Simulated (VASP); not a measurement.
# ZrH3 (Pm-3m) in VASP: further runs

ZrH3 is run at these levels: r2SCAN; tasks: single point, relaxation of cell and atoms.

Program: VASP 6.6.1. These are calculated values, not measurements. Logs are shortened: lines on timing, memory, paths and dates and some standing lists are left out, and cuts for length are marked.

## Step 1: The cell of the first run

It takes space group Pm-3m (No. 221, cubic). The conventional cell has a = 3.119 Å, b = 3.119 Å, c = 3.119 Å, α = 90.00°, β = 90.00°, γ = 90.00°. Zr (site symmetry m-3m) has 12 H at 2.21 Å within 2.9 Å. H (site symmetry 4/mmm) has 4 Zr at 2.21 Å and 8 H at 2.21 Å within 2.9 Å.

## Step 2: Single point, r2SCAN

POSCAR

```
ZrH3
1.0
    3.1185425551      0.0000000000      0.0000000000
    0.0000000000      3.1185425551      0.0000000000
    0.0000000000      0.0000000000      3.1185425551
Zr H
1 3
Direct
    0.0000000000      0.0000000000      0.0000000000
    0.0000000000      0.5000000000      0.5000000000
    0.5000000000      0.0000000000      0.5000000000
    0.5000000000      0.5000000000      0.0000000000
```

INCAR.step1

```
SYSTEM = ZrH3
PREC     = Accurate       ! precision mode
ENCUT    = 520            ! plane-wave cutoff, eV
ISMEAR   = -1             ! smearing method
SIGMA    = 0.1            ! smearing width, eV
LREAL    = .FALSE.        ! projectors in reciprocal space
LASPH    = .TRUE.         ! aspherical terms in the spheres
NELM     = 80             ! most SCF steps
NBANDS   = 16             ! bands
GGA      = PE             ! functional
ALGO     = Normal         ! electronic algorithm
EDIFF    = 1E-4           ! SCF threshold, eV
LWAVE    = .TRUE.         ! write WAVECAR
LCHARG   = .FALSE.        ! write CHGCAR
```

INCAR.step2

```
SYSTEM = ZrH3
PREC     = Accurate       ! precision mode
ENCUT    = 520            ! plane-wave cutoff, eV
EDIFF    = 1E-7           ! SCF threshold, eV
ISMEAR   = -1             ! smearing method
SIGMA    = 0.1            ! smearing width, eV
LREAL    = .FALSE.        ! projectors in reciprocal space
LASPH    = .TRUE.         ! aspherical terms in the spheres
NELM     = 80             ! most SCF steps
ALGO     = Normal         ! electronic algorithm
ISIF     = 2              ! what is computed and relaxed
LWAVE    = .FALSE.        ! write WAVECAR
LCHARG   = .TRUE.         ! write CHGCAR
METAGGA  = R2SCAN         ! meta-GGA
LMIXTAU  = .TRUE.       
LELF     = .TRUE.         ! ELF
LVHAR    = .TRUE.       
NBANDS   = 16             ! bands
ISTART   = 1
```

KPOINTS

```
regular mesh
0
G
  6 6 6
  0 0 0
```

Potentials or basis: VASP PAW PBE potentials, release 64 (Zr_sv, H).

The run is started by

```
> cat potpaw_PBE.64/Zr_sv/POTCAR potpaw_PBE.64/H/POTCAR > POTCAR
> cp INCAR.step1 INCAR
> mpirun -np 1 vasp_std > vasp.out
> cp INCAR.step2 INCAR
> mpirun -np 1 vasp_std > vasp.out
```

OUTCAR:

```text
SYSTEM = ZrH3
   PREC = Accurate
   ENCUT = 520
   EDIFF = 1E-7
   ISMEAR = -1
   LREAL = .FALSE.
   LASPH = .TRUE.
   NELM = 80
   ISIF = 2
   METAGGA = R2SCAN
   ISTART = 1

 ion  position               nearest neighbor table
   1  0.000  0.000  0.000-   2 2.21   3 2.21   4 2.21   2 2.21   3 2.21   2 2.21   4 2.21   2 2.21
                             3 2.21   4 2.21   3 2.21   4 2.21
   2  0.000  0.500  0.500-   1 2.21   1 2.21   1 2.21   1 2.21
   3  0.500  0.000  0.500-   1 2.21   1 2.21   1 2.21   1 2.21
   4  0.500  0.500  0.000-   1 2.21   1 2.21   1 2.21   1 2.21

  LATTYP: Found a simple cubic cell.
 ALAT       =     3.1185425551

  Lattice vectors:

 A1 = (   3.1185425551,   0.0000000000,   0.0000000000)
 A2 = (   0.0000000000,   3.1185425551,   0.0000000000)
 A3 = (   0.0000000000,   0.0000000000,   3.1185425551)

Analysis of symmetry for initial positions (statically):
=====================================================================
 Subroutine PRICEL returns:
 Original cell was already a primitive cell.

 Routine SETGRP: Setting up the symmetry group for a
 simple cubic supercell.

 Subroutine GETGRP returns: Found 48 space group operations
 (whereof 48 operations were pure point group operations)
 out of a pool of 48 trial point group operations.

The static configuration has the point symmetry O_h .

Analysis of symmetry for dynamics (positions and initial velocities):
=====================================================================
 Subroutine PRICEL returns:
 Original cell was already a primitive cell.

 Routine SETGRP: Setting up the symmetry group for a
 simple cubic supercell.

 Subroutine GETGRP returns: Found 48 space group operations
 (whereof 48 operations were pure point group operations)
 out of a pool of 48 trial point group operations.

The dynamic configuration has the point symmetry O_h .

 Subroutine INISYM returns: Found 48 space group operations
 (whereof 48 operations are pure point group operations),
 and found     1 'primitive' translations

----------------------------------------------------------------------------------------

                                     Primitive cell

  volume of cell :      30.3288

  direct lattice vectors                    reciprocal lattice vectors
     3.118542555  0.000000000  0.000000000     0.320662612  0.000000000  0.000000000
     0.000000000  3.118542555  0.000000000     0.000000000  0.320662612  0.000000000
     0.000000000  0.000000000  3.118542555     0.000000000  0.000000000  0.320662612

  length of vectors
     3.118542555  3.118542555  3.118542555     0.320662612  0.320662612  0.320662612

  position of ions in fractional coordinates (direct lattice)
     0.000000000  0.000000000  0.000000000
     0.000000000  0.500000000  0.500000000
     0.500000000  0.000000000  0.500000000
     0.500000000  0.500000000  0.000000000

  ion indices of the primitive-cell ions
   primitive index   ion index
                 1           1
                 2           2
                 3           3
                 4           4

----------------------------------------------------------------------------------------

 KPOINTS: regular mesh

Automatic generation of k-mesh.
 Grid dimensions read from file:
 generate k-points for:    6    6    6

 Generating k-lattice:

  Cartesian coordinates                     Fractional coordinates (reciprocal lattice)
     0.053443769  0.000000000  0.000000000     0.166666667  0.000000000  0.000000000
     0.000000000  0.053443769  0.000000000     0.000000000  0.166666667  0.000000000
     0.000000000  0.000000000  0.053443769     0.000000000  0.000000000  0.166666667

  Length of vectors
     0.053443769  0.053443769  0.053443769

  Shift w.r.t. Gamma in fractional coordinates (k-lattice)
     0.000000000  0.000000000  0.000000000

 Subroutine IBZKPT returns following result:
 ===========================================

 Found     20 irreducible k-points:

 Following reciprocal coordinates:
            Coordinates               Weight
  0.000000  0.000000  0.000000      1.000000
  0.166667  0.000000  0.000000      6.000000
  0.333333  0.000000  0.000000      6.000000
  0.500000  0.000000  0.000000      3.000000
  0.166667  0.166667  0.000000     12.000000
  0.333333  0.166667  0.000000     24.000000
[... 12 lines left out ...]
  0.500000  0.500000  0.333333      6.000000
  0.500000  0.500000  0.500000      1.000000
   k-points           NKPTS =     20   k-points in BZ     NKDIM =     20   number of bands    NBANDS=     16
   number of dos      NEDOS =    301   number of ions     NIONS =      4
   total plane-waves  NPLWV =  13824
   dimension x,y,z NGX =    24 NGY =   24 NGZ =   24
   dimension x,y,z NGXF=    48 NGYF=   48 NGZF=   48
   ions per type =               1   3
   NGX,Y,Z   is equivalent  to a cutoff of  12.79, 12.79, 12.79 a.u.
   NGXF,Y,Z  is equivalent  to a cutoff of  25.59, 25.59, 25.59 a.u.
 SYSTEM =  ZrH3
   PREC   = accura    normal or accurate (medium, high low for compatibility)
   ISTART =      1    job   : 0-new  1-cont  2-samecut
   ICHARG =      0    charge: 1-file 2-atom 10-const
   ISPIN  =      1    spin polarized calculation?
   LNONCOLLINEAR =      F non collinear calculations
   LSORBIT =      F    spin-orbit coupling
   LASPH  =      T    aspherical Exc in radial PAW
   ENCUT  =  520.0 eV  38.22 Ry    6.18 a.u.   5.80  5.80  5.80*2*pi/ulx,y,z
   NELM   =     80;   NELMIN=  2; NELMDL=  0     # of ELM steps
   EDIFF  = 0.1E-06   stopping-criterion for ELM
   LREAL  =      F    real-space projection
   EDIFFG = 0.1E-05   stopping-criterion for IOM
   NSW    =      0    number of steps for IOM
   IBRION =     -1    ionic relax: 0-MD 1-quasi-New 2-CG
   NFREE  =      0    steps in history (QN), initial steepest desc. (CG)
   ISIF   =      2    stress and relaxation
   ISYM   =      2    0-nonsym 1-usesym 2-fastsym
   POTIM  = 0.5000    time-step for ionic-motion
   TEBEG  =    0.0;   TEEND  =   0.0 temperature during run
   PSTRESS=    0.0 pullay stress
   NELECT =      15.0000    total number of electrons
   NUPDOWN=      -1.0000    fix difference up-down
   EMIN   =  10.00;   EMAX   =-10.00  energy-range for DOS
   EFERMI =   0.00;   METHOD = LEGACY
   ISMEAR =    -1;   SIGMA  =   0.10  broadening in eV -4-tet -1-fermi 0-gaus
   EFERMI_NEDOS =   21; number of points for ismear=-14 and -15
   IALGO  =     38    algorithm
   IMIX   =      4    mixing-type and parameters
     AMIX     =   0.40;   BMIX     =  1.00
     AMIX_MAG =   1.60;   BMIX_MAG =  1.00
  volume/ion in A,a.u.               =       7.58        51.17
  Fermi-wavevector in a.u.,A,eV,Ry     =   1.294654  2.446541 22.805104  1.676128
  Thomas-Fermi vector in A             =   2.426223
   LORBIT       =      0    0 simple, 1 ext, 2 COOP (PROOUT), +10 PAW based schemes
   METAGGA = R2SCAN    functional components
   LHFCALC =     F    Hartree Fock is set to
   AEXX    =    0.0000 exact exchange contribution
   IVDW    =     0    specifies the selected vdW correction
   LEPSILON=     F    determine dielectric tensor
   LRPA    =     F    only Hartree local field effects (RPA)
 non-spin polarized calculation
  energy-cutoff  :      520.00
  volume of cell :       30.33
 maximum number of plane-waves:       840
 NGX is ok and might be reduce to    24
   NGX = 11   NGY = 11   NGZ = 11

 number of electron      15.0000002 magnetization

 Free energy of the ion-electron system (eV)
  ---------------------------------------------------
  ext. energy  EPLUGINS =         0.00000000
  ---------------------------------------------------
  free energy    TOTEN  =       -34.40551983 eV

  energy without entropy =      -34.35000824  energy(sigma->0) =      -34.37776403

 E-fermi :   7.8749     XC(G=0): -11.8828

 val. band max:        7.6796623653   @ k =   0.5000   0.3333   0.1667
 cond. band min:       7.8905275208   @ k =   0.3333   0.1667   0.1667
 fundamental gap:      0.2108651555
 Fermi energy:         7.8749355947

 k-point     1 :       0.0000    0.0000    0.0000
  band No.  band energies     occupation
      1     -43.1402      2.00000
      2     -20.1367      2.00000
      3     -20.1367      2.00000
      4     -20.1367      2.00000
      5      -2.7655      2.00000
      6       3.3960      2.00000
[... 8 lines left out ...]
     15      16.7810      0.00000
     16      22.1666      0.00000

 k-point     2 :       0.1667    0.0000    0.0000
  band No.  band energies     occupation
      1     -43.1214      2.00000
      2     -20.3465      2.00000
      3     -20.1198      2.00000
      4     -20.1198      2.00000
      5      -2.2239      2.00000
      6       3.4221      2.00000
[... 8 lines left out ...]
     15      18.0942      0.00000
     16      24.4886      0.00000

 k-point     3 :       0.3333    0.0000    0.0000
  band No.  band energies     occupation
      1     -43.0835      2.00000
      2     -20.7455      2.00000
      3     -20.0858      2.00000
      4     -20.0858      2.00000
      5      -0.8186      2.00000
      6       2.7480      2.00000
[... 8 lines left out ...]
     15      20.1861      0.00000
     16      24.2570      0.00000

 k-point     4 :       0.5000    0.0000    0.0000
  band No.  band energies     occupation
      1     -43.0644      2.00000
      2     -20.9359      2.00000
      3     -20.0687      2.00000
      4     -20.0687      2.00000
      5       0.8950      2.00000
      6       1.1860      2.00000
[... 8 lines left out ...]
     15      21.3643      0.00000
     16      21.3643      0.00000

 k-point     5 :       0.1667    0.1667    0.0000
  band No.  band energies     occupation
      1     -43.1028      2.00000
      2     -20.3405      2.00000
      3     -20.3090      2.00000
      4     -20.1031      2.00000
      5      -1.7182      2.00000
      6       3.7031      2.00000
[... 8 lines left out ...]
     15      19.4672      0.00000
     16      25.6420      0.00000

 k-point     6 :       0.3333    0.1667    0.0000
  band No.  band energies     occupation
      1     -43.0653      2.00000
      2     -20.7159      2.00000
      3     -20.2805      2.00000
      4     -20.0696      2.00000
      5      -0.4196      2.00000
      6       2.9944      2.00000
[... 8 lines left out ...]
     15      21.9459      0.00000
     16      23.0102      0.00000
[... 191 lines left out ...]
 k-point    17 :       0.3333    0.3333    0.3333
  band No.  band energies     occupation
      1     -42.9761      2.00000
      2     -20.5955      2.00000
      3     -20.5562      2.00000
      4     -20.5562      2.00000
      5       1.0799      2.00000
      6       2.8488      2.00000
[... 8 lines left out ...]
     15      19.4974      0.00000
     16      19.4974      0.00000

 k-point    18 :       0.5000    0.3333    0.3333
  band No.  band energies     occupation
      1     -42.9583      2.00000
      2     -20.7379      2.00000
      3     -20.5530      2.00000
      4     -20.5279      2.00000
      5       1.3899      2.00000
      6       2.4325      2.00000
[... 8 lines left out ...]
     15      18.7589      0.00000
     16      19.4673      0.00000

 k-point    19 :       0.5000    0.5000    0.3333
  band No.  band energies     occupation
      1     -42.9408      2.00000
      2     -20.7054      2.00000
      3     -20.7054      2.00000
      4     -20.5123      2.00000
      5       1.4355      2.00000
      6       2.1758      2.00000
[... 8 lines left out ...]
     15      18.0392      0.00000
     16      18.0392      0.00000

 k-point    20 :       0.5000    0.5000    0.5000
  band No.  band energies     occupation
      1     -42.9235      2.00000
      2     -20.6736      2.00000
      3     -20.6736      2.00000
      4     -20.6736      2.00000
      5       1.7104      2.00000
      6       1.7104      2.00000
[... 8 lines left out ...]
     15      16.8045      0.00000
     16      16.8045      0.00000

------------------------ aborting loop because EDIFF is reached ----------------------------------------

  FORCE on cell =-STRESS in cart. coord.  units (eV):
  Direction    XX          YY          ZZ          XY          YZ          ZX
  --------------------------------------------------------------------------------------
  -------------------------------------------------------------------------------------
  Total       -0.0239159     -0.0239159     -0.0239159      0.0000000      0.0000000     -0.0000000
  in kB       -1.2634039     -1.2634039     -1.2634039      0.0000000      0.0000000     -0.0000000
  external PRESSURE =      -1.2634039 kB  Pullay stress =       0.0000000 kB

 VOLUME and BASIS-vectors are now :
 -----------------------------------------------------------------------------
  energy-cutoff  :      520.00
  volume of cell :       30.33
      direct lattice vectors                 reciprocal lattice vectors
     3.118542555  0.000000000  0.000000000     0.320662612  0.000000000  0.000000000
     0.000000000  3.118542555  0.000000000     0.000000000  0.320662612  0.000000000
     0.000000000  0.000000000  3.118542555     0.000000000  0.000000000  0.320662612

 POSITION                                       TOTAL-FORCE (eV/Angst)
 -----------------------------------------------------------------------------------
      0.00000      0.00000      0.00000         0.000000      0.000000      0.000000
      0.00000      1.55927      1.55927         0.000000      0.000000      0.000000
      1.55927      0.00000      1.55927         0.000000      0.000000      0.000000
      1.55927      1.55927      0.00000         0.000000      0.000000      0.000000
 -----------------------------------------------------------------------------------
    total drift:                                0.000000      0.000000     -0.000000

  FREE ENERGIE OF THE ION-ELECTRON SYSTEM (eV)
  ---------------------------------------------------
  free  energy   TOTEN  =       -34.4055198297 eV

  energy  without entropy=      -34.3500082394  energy(sigma->0) =      -34.37776403
```

It took 35 s on 1 thread of AMD EPYC 7R13 (Zen 3), shared host; peak memory 0.12 GiB.

Results:

| Item | Value |
| --- | --- |
| Free energy | -34.4055 eV |
| Pressure | -0.1 GPa |

Caveat: the PAW data sets were made with another functional, which shifts forces and pressure a little.

[end of part 1 of 2]
